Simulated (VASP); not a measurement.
Set up this calculation in VASP 6.6.1, as the native input.

```
Task                   : single point
Functional             : LDA
Potentials or basis    : VASP PAW LDA potentials, release 64 (Co)
Cutoff                 : 520 eV
k mesh                 : 24 × 24 × 12
Occupations            : gaussian, width 0.15 eV
Spin                   : collinear spin, ferromagnetic start
Starting moments       : [1.65, 1.65] μB
Fixed moment           : 3.3 μB
Dipole correction      : no
Further INCAR settings : ALGO = Normal; EDIFF = 1e-06; NBANDS = 20
```

The structure of Co lies in POSCAR:

```
Co
1.0
    2.2066455177      0.0000000000      0.0000000000
   -1.1033227588      1.9110110755      0.0000000000
    0.0000000000      0.0000000000      3.5594665484
Co
2
Direct
    0.6666666667      0.3333333333      0.2500000000
    0.3333333333      0.6666666667      0.7500000000
```

These files were run (other wordings do the same):

INCAR

```
  PREC = Accurate
  ENCUT = 520
  EDIFF = 1E-6
  ISMEAR = 0
  SIGMA = 0.15
  LREAL = False
  LASPH = True
  NELM = 150
  ALGO = Normal
  ISIF = 2
  LWAVE = False
  LCHARG = True
  ISPIN = 2
  MAGMOM = 1.65 1.65
  LORBIT = 11
  NUPDOWN = 3.3
  LMAXMIX = 4
  GGA = CA
  LELF = True
  LVHAR = True
  NBANDS = 20
```

KPOINTS

```
regular mesh
0
Gamma
  24 24 12
```

Potentials or basis: VASP PAW LDA potentials, release 64 (Co).

Launch:

```bash
$ cat potpaw_LDA.64/Co/POTCAR > POTCAR
$ mpirun -np 1 vasp_std > vasp.out
```

It gave:

* Pressure: 165.1 GPa
* Net moment: 3.30 μB per cell
* Site moments: Co +1.61 μB

Caveat: the total moment is fixed, so each spin has its own Fermi level.

Wall time 91 s on 1 thread of AMD EPYC 9R45 96-Core Processor (Zen 5), with other jobs on the host, peak memory 0.24 GiB.
